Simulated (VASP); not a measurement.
# C in VASP: further runs, part 2 of 3

VASP 6.6.1. Earlier steps stand in the parts before.

### Step 3. Single point, PBE+D3(BJ)

This run uses another cell than the first one.

INCAR

```
SYSTEM = C
PREC = Accurate ; ENCUT = 520
EDIFF = 1E-7 ; ISMEAR = 0
SIGMA = 0.05 ; LREAL = .FALSE.
LASPH = .TRUE. ; NELM = 80
ALGO = Normal ; ISIF = 2
LWAVE = .FALSE. ; LCHARG = .TRUE.
LDIPOL = .TRUE. ; IDIPOL = 3
DIPOL = 0.5 0.5 0.500 ; GGA = PE
IVDW = 12 ; LELF = .TRUE.
LVHAR = .TRUE. ; LVACPOTAV = .TRUE.
NBANDS = 11
```

KPOINTS

```
Automatic mesh
0
G
  15 15 1
  0 0 0
```

POSCAR

```
C
1.0
    2.4656726626      0.0000000029      0.0000000000
   -1.2328363338      2.1353351617      0.0000000000
    0.0000000000      0.0000000000     20.0535522518
C
2
Direct
    0.6666666667      0.3333333333      0.5000010395
    0.3333333333      0.6666666667      0.4999989605
```

Potentials or basis: VASP PAW PBE potentials, release 64 (C).

Command:

```
$ cat potpaw_PBE.64/C/POTCAR > POTCAR
$ mpirun -np 1 vasp_std > vasp.out
```

OUTCAR:

```text
SYSTEM = C
   PREC = Accurate
   ENCUT = 520
   EDIFF = 1E-7
   ISMEAR = 0
   LREAL = .FALSE.
   LASPH = .TRUE.
   NELM = 80
   ISIF = 2
   GGA = PE
   IVDW = 12
 IVDW          = 12

 ion  position               nearest neighbor table
   1  0.667  0.333  0.500-   2 1.42   2 1.42   2 1.42
   2  0.333  0.667  0.500-   1 1.42   1 1.42   1 1.42

  LATTYP: Found a hexagonal cell.
 ALAT       =     2.4656726626
 C/A-ratio  =     8.1330959117

  Lattice vectors:

 A1 = (   2.4656726626,   0.0000000029,   0.0000000000)
 A2 = (  -1.2328363338,   2.1353351617,   0.0000000000)
 A3 = (   0.0000000000,   0.0000000000,  20.0535522518)

Analysis of symmetry for initial positions (statically):
=====================================================================
 Subroutine PRICEL returns:
 Original cell was already a primitive cell.

 Routine SETGRP: Setting up the symmetry group for a
 hexagonal supercell.

 Subroutine GETGRP returns: Found 24 space group operations
 (whereof 24 operations were pure point group operations)
 out of a pool of 24 trial point group operations.

The static configuration has the point symmetry D_6h.

Analysis of symmetry for dynamics (positions and initial velocities):
=====================================================================
 Subroutine PRICEL returns:
 Original cell was already a primitive cell.

 Routine SETGRP: Setting up the symmetry group for a
 hexagonal supercell.

 Subroutine GETGRP returns: Found 24 space group operations
 (whereof 24 operations were pure point group operations)
 out of a pool of 24 trial point group operations.

The dynamic configuration has the point symmetry D_6h.

 Subroutine INISYM returns: Found 24 space group operations
 (whereof 24 operations are pure point group operations),
 and found     1 'primitive' translations

----------------------------------------------------------------------------------------

                                     Primitive cell

  volume of cell :     105.5827

  direct lattice vectors                    reciprocal lattice vectors
     2.465672663  0.000000003  0.000000000     0.405568839  0.234155279  0.000000000
    -1.232836334  2.135335162  0.000000000    -0.000000001  0.468310557  0.000000000
     0.000000000  0.000000000 20.053552252     0.000000000  0.000000000  0.049866477

  length of vectors
     2.465672663  2.465672663 20.053552252     0.468310557  0.468310557  0.049866477

  position of ions in fractional coordinates (direct lattice)
     0.666666667  0.333333333  0.500001039
     0.333333333  0.666666667  0.499998961

  ion indices of the primitive-cell ions
   primitive index   ion index
                 1           1
                 2           2

----------------------------------------------------------------------------------------

 KPOINTS: Automatic mesh

Automatic generation of k-mesh.
 Grid dimensions read from file:
 generate k-points for:   15   15    1

 Generating k-lattice:

[... 40 lines left out ...]
  0.333333  0.200000  0.000000     12.000000
  0.400000  0.200000  0.000000      6.000000
 [... further k-points ...]
   k-points           NKPTS =     27   k-points in BZ     NKDIM =     27   number of bands    NBANDS=     11
   number of dos      NEDOS =    301   number of ions     NIONS =      2
   total plane-waves  NPLWV =  48600
   dimension x,y,z NGX =    18 NGY =   18 NGZ =  150
   dimension x,y,z NGXF=    36 NGYF=   36 NGZF=  300
   ions per type =               2
   NGX,Y,Z   is equivalent  to a cutoff of  12.14, 12.14, 12.44 a.u.
   NGXF,Y,Z  is equivalent  to a cutoff of  24.27, 24.27, 24.87 a.u.
 SYSTEM =  C
   PREC   = accura    normal or accurate (medium, high low for compatibility)
   ISTART =      0    job   : 0-new  1-cont  2-samecut
   ICHARG =      2    charge: 1-file 2-atom 10-const
   ISPIN  =      1    spin polarized calculation?
   LNONCOLLINEAR =      F non collinear calculations
   LSORBIT =      F    spin-orbit coupling
   LASPH  =      T    aspherical Exc in radial PAW
   ENCUT  =  520.0 eV  38.22 Ry    6.18 a.u.   4.58  4.58 37.29*2*pi/ulx,y,z
   NELM   =     80;   NELMIN=  2; NELMDL= -5     # of ELM steps
   EDIFF  = 0.1E-06   stopping-criterion for ELM
   LREAL  =      F    real-space projection
   EDIFFG = 0.1E-05   stopping-criterion for IOM
   NSW    =      0    number of steps for IOM
   IBRION =     -1    ionic relax: 0-MD 1-quasi-New 2-CG
   NFREE  =      0    steps in history (QN), initial steepest desc. (CG)
   ISIF   =      2    stress and relaxation
   ISYM   =      2    0-nonsym 1-usesym 2-fastsym
   POTIM  = 0.5000    time-step for ionic-motion
   TEBEG  =    0.0;   TEEND  =   0.0 temperature during run
   PSTRESS=    0.0 pullay stress
   NELECT =       8.0000    total number of electrons
   NUPDOWN=      -1.0000    fix difference up-down
   EMIN   =  10.00;   EMAX   =-10.00  energy-range for DOS
   EFERMI =   0.00;   METHOD = LEGACY
   ISMEAR =     0;   SIGMA  =   0.05  broadening in eV -4-tet -1-fermi 0-gaus
   EFERMI_NEDOS =   21; number of points for ismear=-14 and -15
   IALGO  =     38    algorithm
   IMIX   =      4    mixing-type and parameters
     AMIX     =   0.40;   BMIX     =  1.00
     AMIX_MAG =   1.60;   BMIX_MAG =  1.00
  volume/ion in A,a.u.               =      52.79       356.25
  Fermi-wavevector in a.u.,A,eV,Ry     =   0.692746  1.309100  6.529391  0.479897
  Thomas-Fermi vector in A             =   1.774765
   LORBIT       =      0    0 simple, 1 ext, 2 COOP (PROOUT), +10 PAW based schemes
   GGA     = PE    functional components
   LHFCALC =     F    Hartree Fock is set to
   AEXX    =    0.0000 exact exchange contribution
   IVDW    =    12    specifies the selected vdW correction
   LEPSILON=     F    determine dielectric tensor
   LRPA    =     F    only Hartree local field effects (RPA)
 non-spin polarized calculation
 Gauss-broadening in eV      SIGMA  =   0.05
  energy-cutoff  :      520.00
  volume of cell :      105.58
 maximum number of plane-waves:      2886
   NGX =  9   NGY =  9   NGZ = 75

 number of electron       7.9999997 magnetization

 dipolmoment           0.000000      0.000000     -0.000000 electrons x Angstroem

 Free energy of the ion-electron system (eV)
  ---------------------------------------------------
  ext. energy  EPLUGINS =         0.00000000
  ---------------------------------------------------
  free energy    TOTEN  =       -18.44847952 eV

  energy without entropy =      -18.44797801  energy(sigma->0) =      -18.44822877

 E-fermi :  -2.7454     XC(G=0):  -2.1537

 val. band max:       -2.7454406748   @ k =   0.3333   0.3333   0.0000
 cond. band min:      -2.7454406701   @ k =   0.3333   0.3333   0.0000
 fundamental gap:      0.0000000047
 Fermi energy:        -2.7454406723

 k-point     1 :       0.0000    0.0000    0.0000
  band No.  band energies     occupation
      1     -22.2711      2.00000
      2     -10.3652      2.00000
      3      -5.7914      2.00000
      4      -5.7914      2.00000
      5       0.5156      0.00000
      6       1.3142      0.00000
      7       1.6732      0.00000
      8       2.5811      0.00000
      9       3.0316      0.00000
     10       4.6972      0.00000
     11       5.3058      0.00000
[... 309 lines left out ...]
 k-point    24 :       0.4000    0.2000    0.0000
  band No.  band energies     occupation
      1     -16.4211      2.00000
      2     -15.4319      2.00000
      3     -11.5931      2.00000
      4      -4.2472      2.00000
      5      -1.4468      0.00000
      6       8.0653      0.00000
      7       8.5802      0.00000
      8       9.1587      0.00000
      9       9.3871      0.00000
     10      10.3952      0.00000
     11      10.8575      0.00000

 [... further k-points ...]

------------------------ aborting loop because EDIFF is reached ----------------------------------------

 Edisp (eV)   -0.17723

 E8    (eV) :    -0.0555

  FORCE on cell =-STRESS in cart. coord.  units (eV):
  Direction    XX          YY          ZZ          XY          YZ          ZX
  --------------------------------------------------------------------------------------
  -------------------------------------------------------------------------------------
  Total       0.08294     0.08294    -0.01120     0.00000    -0.00000     0.00000
  in kB       1.25854     1.25854    -0.16989     0.00000    -0.00000     0.00000
  external pressure =        0.78 kB  Pullay stress =        0.00 kB

 VOLUME and BASIS-vectors are now :
 -----------------------------------------------------------------------------
  energy-cutoff  :      520.00
  volume of cell :      105.58
      direct lattice vectors                 reciprocal lattice vectors
     2.465672663  0.000000003  0.000000000     0.405568839  0.234155279  0.000000000
    -1.232836334  2.135335162  0.000000000    -0.000000001  0.468310557  0.000000000
     0.000000000  0.000000000 20.053552252     0.000000000  0.000000000  0.049866477

 POSITION                                       TOTAL-FORCE (eV/Angst)
 -----------------------------------------------------------------------------------
      1.23284      0.71178     10.02680        -0.000000     -0.000000      0.000000
     -0.00000      1.42356     10.02676         0.000000      0.000000      0.000000
 -----------------------------------------------------------------------------------
    total drift:                               -0.000000      0.000000      0.000000

  FREE ENERGIE OF THE ION-ELECTRON SYSTEM (eV)
  ---------------------------------------------------
  free  energy   TOTEN  =       -18.6257100938 eV

  energy  without entropy=      -18.6252085920  energy(sigma->0) =      -18.62545934

 vacuum level on the upper side and lower side of the slab         1.498         1.498
```

OSZICAR:

```text
N       E                     dE             d eps       ncg     rms          rms(c)
DAV:   1     0.522574066228E+02    0.52257E+02   -0.32789E+03   618   0.523E+02
DAV:   2    -0.146089090191E+02   -0.66866E+02   -0.56877E+02   869   0.116E+02
DAV:   3    -0.196668435687E+02   -0.50579E+01   -0.50321E+01   843   0.404E+01
[... 13 lines left out ...]
DAV:  17    -0.184484750751E+02   -0.66642E-05   -0.27467E-07   695   0.209E-03    0.729E-04
DAV:  18    -0.184484768102E+02   -0.17352E-05   -0.10556E-08   740   0.613E-04    0.470E-04
DAV:  19    -0.184484790901E+02   -0.22799E-05   -0.17494E-08   621   0.549E-04    0.821E-05
DAV:  20    -0.184484794492E+02   -0.35912E-06   -0.16773E-09   691   0.145E-04    0.391E-05
DAV:  21    -0.184484795165E+02   -0.67254E-07   -0.61831E-10   702   0.795E-05
   1 F= -.18625710E+02 E0= -.18625459E+02  d E =-.501502E-03
```

stdout:

```text
POSCAR found type information on POSCAR C
 POSCAR found :  1 types and       2 ions
 scaLAPACK will be used
 LDA part: xc-table for (Slater+PW92), standard interpolation
 POSCAR, INCAR and KPOINTS ok, starting setup
 FFT: planning ... GRIDC
 FFT: planning ... GRID_SOFT
 FFT: planning ... GRID
 WAVECAR not read
 entering main loop
 -----------------------------------------------------------------------------
|                                                                             |
|           W    W    AA    RRRRR   N    N  II  N    N   GGGG   !!!           |
|           W    W   A  A   R    R  NN   N  II  NN   N  G    G  !!!           |
|           W    W  A    A  R    R  N N  N  II  N N  N  G       !!!           |
|           W WW W  AAAAAA  RRRRR   N  N N  II  N  N N  G  GGG   !            |
|           WW  WW  A    A  R   R   N   NN  II  N   NN  G    G                |
|           W    W  A    A  R    R  N    N  II  N    N   GGGG   !!!           |
|                                                                             |
|     Did not find any points to average over, which means that no vacuum     |
|     field-free region was found. Please increase the size of  your cell     |
|     in the dimension of the dipole correction to obtain accurate            |
|     workfunction values.                                                    |
|                                                                             |
 -----------------------------------------------------------------------------
```

Wall time 58 s (1 thread of Intel Xeon 8259CL, shared host); peak memory 0.21 GiB.

What came out:

| Property | Result |
| --- | --- |
| Free energy | -18.6257 eV |
| Band gap on the k mesh | zero (filled and empty bands touch) |
| Dispersion energy per atom | -0.089 eV |

### Step 4. Single point, PBE+D3(BJ)

INCAR

```
SYSTEM = C
ALGO = Normal
DIPOL = 0.5 0.5 0.500
EDIFF = 1E-6
ENCUT = 520
GGA = PE
IDIPOL = 3
ISIF = 2
ISMEAR = 0
IVDW = 12
LASPH = .TRUE.
LCHARG = .TRUE.
LDIPOL = .TRUE.
LELF = .TRUE.
LREAL = .FALSE.
LVACPOTAV = .TRUE.
LVHAR = .TRUE.
LWAVE = .FALSE.
NBANDS = 11
NELM = 100
PREC = Accurate
SIGMA = 0.05
```

KPOINTS

```
k-points
0
G
  48 48 1
  0 0 0
```

POSCAR

```
C
1.0
    2.4656726626      0.0000000029      0.0000000000
   -1.2328363338      2.1353351617      0.0000000000
    0.0000000000      0.0000000000     20.0000416924
C
2
Direct
    0.6666666667      0.3333333333      0.5000000000
    0.3333333333      0.6666666667      0.5000000000
```

Command:

```
$ cat potpaw_PBE.64/C/POTCAR > POTCAR
$ mpirun -np 1 vasp_std > vasp.out
```

Run time: 6.8 min. Hardware: 1 thread of Intel Xeon 8259CL, shared host; peak memory 0.35 GiB.

Results (log left out):

```
Free energy                : -18.6290 eV
Band gap on the k mesh     : zero (filled and empty bands touch)
Dispersion energy per atom : -0.089 eV
```

Levels at points of the mesh, in eV from the Fermi level:
```tsv
k point	band 2	band 3	band 4	band 5	band 6	band 7
(0.00, 0.00, 0.00)	-7.62	-3.05	-3.05	3.26	4.06	4.41
(0.50, 0.00, 0.00)	-13.24	-6.42	-2.36	1.68	7.37	11.11
```

[end of part 2 of 3]
